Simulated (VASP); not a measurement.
# MoS2 (P6_3/mmc) in VASP: a series of runs

Runs on MoS2. Level: PBE+D3(BJ). Tasks: single point.

Program: VASP 6.6.1. These are calculated values, not measurements. Logs are shortened: lines on timing, memory, paths and dates and some standing lists are left out, and cuts for length are marked.

## (1) The cell of the first run

Symmetry: P6_3/mmc, No. 194, hexagonal system. The conventional cell has a = 3.175 Å, b = 3.175 Å, c = 12.192 Å, α = 90.00°, β = 90.00°, γ = 120.00°. Within 3.2 Å of Mo (site symmetry -6m2) lie 6 S at 2.42 Å and 6 Mo at 3.18 Å. S (site symmetry 3m) has 3 Mo at 2.42 Å and 7 S at 3.16 to 3.18 Å within 3.2 Å.

## (2) Single point, PBE+D3(BJ)

INCAR

```
SYSTEM = MoS2
ALGO = Normal ; EDIFF = 1E-7
ENCUT = 520 ; GGA = PE
ISIF = 2 ; ISMEAR = 0
IVDW = 12 ; LASPH = .True.
LCHARG = .False. ; LREAL = .False.
LWAVE = .False. ; NBANDS = 35
NELM = 80 ; PREC = Accurate
SIGMA = 0.05
```

KPOINTS

```
k-points
0
Gamma
  12 12 4
  0 0 0
```

POSCAR

```
MoS2
1.0
    3.1754976126      0.0000000000      0.0000000000
   -1.5877488063      2.7500616022      0.0000000000
    0.0000000000      0.0000000000     12.1921287081
Mo S
2 4
Direct
    0.3333333333      0.6666666667      0.2500000000
    0.6666666667      0.3333333333      0.7500000000
    0.3333333333      0.6666666667      0.6204968003
    0.6666666667      0.3333333333      0.1204968003
    0.3333333333      0.6666666667      0.8795031997
    0.6666666667      0.3333333333      0.3795031997
```

Potentials or basis: VASP PAW PBE potentials, release 64 (Mo_sv, S).

Launch:

```console
> cat potpaw_PBE.64/Mo_sv/POTCAR potpaw_PBE.64/S/POTCAR > POTCAR
> mpirun -np 1 vasp_std > vasp.out
```

OUTCAR:

```text
SYSTEM = MoS2
   EDIFF = 1E-7
   ENCUT = 520
   GGA = PE
   ISIF = 2
   ISMEAR = 0
   IVDW = 12
   LASPH = .True.
   LREAL = .False.
   NELM = 80
   PREC = Accurate
 IVDW          = 12

 ion  position               nearest neighbor table
   1  0.333  0.667  0.250-   4 2.42   6 2.42   4 2.42   6 2.42   4 2.42   6 2.42
   2  0.667  0.333  0.750-   3 2.42   5 2.42   3 2.42   5 2.42   3 2.42   5 2.42
   3  0.333  0.667  0.620-   2 2.42   2 2.42   2 2.42
   4  0.667  0.333  0.120-   1 2.42   1 2.42   1 2.42
   5  0.333  0.667  0.880-   2 2.42   2 2.42   2 2.42
   6  0.667  0.333  0.380-   1 2.42   1 2.42   1 2.42

  LATTYP: Found a hexagonal cell.
 ALAT       =     3.1754976126
 C/A-ratio  =     3.8394387890

  Lattice vectors:

 A1 = (   3.1754976126,   0.0000000000,   0.0000000000)
 A2 = (  -1.5877488063,   2.7500616022,   0.0000000000)
 A3 = (   0.0000000000,   0.0000000000,  12.1921287081)

Analysis of symmetry for initial positions (statically):
=====================================================================
 Subroutine PRICEL returns:
 Original cell was already a primitive cell.

 Routine SETGRP: Setting up the symmetry group for a
 hexagonal supercell.

 Subroutine GETGRP returns: Found 24 space group operations
 (whereof 12 operations were pure point group operations)
 out of a pool of 24 trial point group operations.

The static configuration has the point symmetry D_3d.
 The point group associated with its full space group is D_6h.

Analysis of symmetry for dynamics (positions and initial velocities):
=====================================================================
 Subroutine PRICEL returns:
 Original cell was already a primitive cell.

 Routine SETGRP: Setting up the symmetry group for a
 hexagonal supercell.

 Subroutine GETGRP returns: Found 24 space group operations
 (whereof 12 operations were pure point group operations)
 out of a pool of 24 trial point group operations.

The dynamic configuration has the point symmetry D_3d.
 The point group associated with its full space group is D_6h.

 Subroutine INISYM returns: Found 24 space group operations
 (whereof 12 operations are pure point group operations),
 and found     1 'primitive' translations

----------------------------------------------------------------------------------------

                                     Primitive cell

  volume of cell :     106.4716

  direct lattice vectors                    reciprocal lattice vectors
     3.175497613  0.000000000  0.000000000     0.314911274  0.181814109  0.000000000
    -1.587748806  2.750061602  0.000000000     0.000000000  0.363628218  0.000000000
     0.000000000  0.000000000 12.192128708     0.000000000  0.000000000  0.082020132

  length of vectors
     3.175497613  3.175497613 12.192128708     0.363628218  0.363628218  0.082020132

  position of ions in fractional coordinates (direct lattice)
     0.333333333  0.666666667  0.250000000
     0.666666667  0.333333333  0.750000000
     0.333333333  0.666666667  0.620496800
     0.666666667  0.333333333  0.120496800
     0.333333333  0.666666667  0.879503200
     0.666666667  0.333333333  0.379503200

  ion indices of the primitive-cell ions
   primitive index   ion index
                 1           1
                 2           2
                 3           3
                 4           4
                 5           5
                 6           6

----------------------------------------------------------------------------------------

 KPOINTS: k-points

Automatic generation of k-mesh.
 Grid dimensions read from file:
 generate k-points for:   12   12    4

 Generating k-lattice:

  Cartesian coordinates                     Fractional coordinates (reciprocal lattice)
     0.026242606  0.015151176  0.000000000     0.083333333 -0.000000000  0.000000000
     0.000000000  0.030302352  0.000000000     0.000000000  0.083333333  0.000000000
     0.000000000  0.000000000  0.020505033     0.000000000  0.000000000  0.250000000

  Length of vectors
     0.030302352  0.030302352  0.020505033

  Shift w.r.t. Gamma in fractional coordinates (k-lattice)
     0.000000000  0.000000000  0.000000000

 Subroutine IBZKPT returns following result:
 ===========================================

 Found     57 irreducible k-points:

 Following reciprocal coordinates:
            Coordinates               Weight
  0.000000  0.000000  0.000000      1.000000
  0.083333 -0.000000  0.000000      6.000000
  0.166667  0.000000  0.000000      6.000000
  0.250000 -0.000000  0.000000      6.000000
  0.333333 -0.000000  0.000000      6.000000
  0.416667 -0.000000  0.000000      6.000000
[... 16 lines left out ...]
  0.250000 -0.000000  0.250000     12.000000
  0.333333 -0.000000  0.250000     12.000000
 [... further k-points ...]
   k-points           NKPTS =     57   k-points in BZ     NKDIM =     57   number of bands    NBANDS=     35
   number of dos      NEDOS =    301   number of ions     NIONS =      6
   total plane-waves  NPLWV =  55296
   dimension x,y,z NGX =    24 NGY =   24 NGZ =   96
   dimension x,y,z NGXF=    48 NGYF=   48 NGZF=  192
   ions per type =               2   4
   NGX,Y,Z   is equivalent  to a cutoff of  12.56, 12.56, 13.09 a.u.
   NGXF,Y,Z  is equivalent  to a cutoff of  25.13, 25.13, 26.18 a.u.
 SYSTEM =  MoS2
   PREC   = accura    normal or accurate (medium, high low for compatibility)
   ISTART =      0    job   : 0-new  1-cont  2-samecut
   ICHARG =      2    charge: 1-file 2-atom 10-const
   ISPIN  =      1    spin polarized calculation?
   LNONCOLLINEAR =      F non collinear calculations
   LSORBIT =      F    spin-orbit coupling
   LASPH  =      T    aspherical Exc in radial PAW
   ENCUT  =  520.0 eV  38.22 Ry    6.18 a.u.   5.90  5.90 22.67*2*pi/ulx,y,z
   NELM   =     80;   NELMIN=  2; NELMDL= -5     # of ELM steps
   EDIFF  = 0.1E-06   stopping-criterion for ELM
   LREAL  =      F    real-space projection
   EDIFFG = 0.1E-05   stopping-criterion for IOM
   NSW    =      0    number of steps for IOM
   IBRION =     -1    ionic relax: 0-MD 1-quasi-New 2-CG
   NFREE  =      0    steps in history (QN), initial steepest desc. (CG)
   ISIF   =      2    stress and relaxation
   ISYM   =      2    0-nonsym 1-usesym 2-fastsym
   POTIM  = 0.5000    time-step for ionic-motion
   TEBEG  =    0.0;   TEEND  =   0.0 temperature during run
   PSTRESS=    0.0 pullay stress
   NELECT =      52.0000    total number of electrons
   NUPDOWN=      -1.0000    fix difference up-down
   EMIN   =  10.00;   EMAX   =-10.00  energy-range for DOS
   EFERMI =   0.00;   METHOD = LEGACY
   ISMEAR =     0;   SIGMA  =   0.05  broadening in eV -4-tet -1-fermi 0-gaus
   EFERMI_NEDOS =   21; number of points for ismear=-14 and -15
   IALGO  =     38    algorithm
   IMIX   =      4    mixing-type and parameters
     AMIX     =   0.40;   BMIX     =  1.00
     AMIX_MAG =   1.60;   BMIX_MAG =  1.00
  volume/ion in A,a.u.               =      17.75       119.75
  Fermi-wavevector in a.u.,A,eV,Ry     =   1.289233  2.436297 22.614534  1.662121
  Thomas-Fermi vector in A             =   2.421138
   LORBIT       =      0    0 simple, 1 ext, 2 COOP (PROOUT), +10 PAW based schemes
   GGA     = PE    functional components
   LHFCALC =     F    Hartree Fock is set to
   AEXX    =    0.0000 exact exchange contribution
   IVDW    =    12    specifies the selected vdW correction
   LEPSILON=     F    determine dielectric tensor
   LRPA    =     F    only Hartree local field effects (RPA)
 non-spin polarized calculation
 Gauss-broadening in eV      SIGMA  =   0.05
  energy-cutoff  :      520.00
  volume of cell :      106.47
 maximum number of plane-waves:      2892
 NGX is ok and might be reduce to    24
   NGX = 11   NGY = 11   NGZ = 45

 number of electron      51.9999999 magnetization

 Free energy of the ion-electron system (eV)
  ---------------------------------------------------
  ext. energy  EPLUGINS =         0.00000000
  ---------------------------------------------------
  free energy    TOTEN  =       -43.58016083 eV

  energy without entropy =      -43.58016083  energy(sigma->0) =      -43.58016083

 E-fermi :   7.8053     XC(G=0): -10.8901

 val. band max:        7.5890851012   @ k =   0.0000   0.0000   0.0000
 cond. band min:       8.4128323953   @ k =   0.1667   0.1667   0.0000
 fundamental gap:      0.8237472941
 Fermi energy:         7.8053338759

 k-point     1 :       0.0000    0.0000    0.0000
  band No.  band energies     occupation
      1     -53.9401      2.00000
      2     -53.9401      2.00000
      3     -28.0797      2.00000
      4     -28.0796      2.00000
      5     -27.8659      2.00000
      6     -27.8659      2.00000
[... 27 lines left out ...]
     34       9.9755      0.00000
     35      13.1307      0.00000

 k-point     2 :       0.0833   -0.0000    0.0000
  band No.  band energies     occupation
      1     -53.9375      2.00000
      2     -53.9375      2.00000
      3     -28.0747      2.00000
      4     -28.0746      2.00000
      5     -27.8917      2.00000
      6     -27.8917      2.00000
[... 27 lines left out ...]
     34       9.8859      0.00000
     35      13.6372      0.00000

 k-point     3 :       0.1667    0.0000    0.0000
  band No.  band energies     occupation
      1     -53.9305      2.00000
      2     -53.9305      2.00000
      3     -28.0610      2.00000
      4     -28.0609      2.00000
      5     -27.9617      2.00000
      6     -27.9617      2.00000
[... 27 lines left out ...]
     34      10.3281      0.00000
     35      14.6059      0.00000
[... 723 lines left out ...]
 k-point    23 :       0.2500   -0.0000    0.2500
  band No.  band energies     occupation
      1     -53.9210      2.00000
      2     -53.9210      2.00000
      3     -28.0561      2.00000
      4     -28.0561      2.00000
      5     -28.0421      2.00000
      6     -28.0421      2.00000
[... 27 lines left out ...]
     34      10.7560      0.00000
     35      14.8908      0.00000

 k-point    24 :       0.3333   -0.0000    0.2500
  band No.  band energies     occupation
      1     -53.9114      2.00000
      2     -53.9114      2.00000
      3     -28.1491      2.00000
      4     -28.1491      2.00000
      5     -28.0233      2.00000
      6     -28.0232      2.00000
[... 27 lines left out ...]
     34      11.0848      0.00000
     35      14.1334      0.00000

 [... further k-points ...]

------------------------ aborting loop because EDIFF is reached ----------------------------------------

 Edisp (eV)   -2.55853

 E8    (eV) :    -1.0318

  FORCE on cell =-STRESS in cart. coord.  units (eV):
  Direction    XX          YY          ZZ          XY          YZ          ZX
  --------------------------------------------------------------------------------------
  -------------------------------------------------------------------------------------
  Total      -2.40339    -2.40339    -2.73948     0.00000     0.00000     0.00000
  in kB     -36.16607   -36.16607   -41.22353     0.00000     0.00000     0.00000
  external pressure =      -37.85 kB  Pullay stress =        0.00 kB

 VOLUME and BASIS-vectors are now :
 -----------------------------------------------------------------------------
  energy-cutoff  :      520.00
  volume of cell :      106.47
      direct lattice vectors                 reciprocal lattice vectors
     3.175497613  0.000000000  0.000000000     0.314911274  0.181814109  0.000000000
    -1.587748806  2.750061602  0.000000000     0.000000000  0.363628218  0.000000000
     0.000000000  0.000000000 12.192128708     0.000000000  0.000000000  0.082020132

 POSITION                                       TOTAL-FORCE (eV/Angst)
 -----------------------------------------------------------------------------------
     -0.00000      1.83337      3.04803        -0.000000     -0.000000      0.000000
      1.58775      0.91669      9.14410        -0.000000      0.000000      0.000000
     -0.00000      1.83337      7.56518         0.000000     -0.000000      0.398254
      1.58775      0.91669      1.46911         0.000000      0.000000      0.398254
     -0.00000      1.83337     10.72302         0.000000     -0.000000     -0.398254
      1.58775      0.91669      4.62695        -0.000000      0.000000     -0.398254
 -----------------------------------------------------------------------------------
    total drift:                               -0.000000      0.000000     -0.000000

  FREE ENERGIE OF THE ION-ELECTRON SYSTEM (eV)
  ---------------------------------------------------
  free  energy   TOTEN  =       -46.1386915591 eV

  energy  without entropy=      -46.1386915591  energy(sigma->0) =      -46.13869156
```

Wall time 4.1 min (1 thread of Intel Xeon 8259CL, shared host); peak memory 0.34 GiB.

What came out:

| Property | Result |
| --- | --- |
| Free energy | -46.1387 eV |
| Pressure | -3.8 GPa |
| Largest force | 0.398 eV/Å |
| Band gap on the k mesh | 0.82 eV (least direct gap 1.65 eV) |
| Dispersion energy per atom | -0.426 eV |

Forces on the atoms (eV/Å):
```
Mo   0.000  0.000  0.000
Mo   0.000  0.000  0.000
S    0.000  0.000  0.398
S    0.000  0.000  0.398
S    0.000  0.000 -0.398
S    0.000  0.000 -0.398
```

Caveat: the cell stands under tension.

(Part 1 of 2 ends here.)
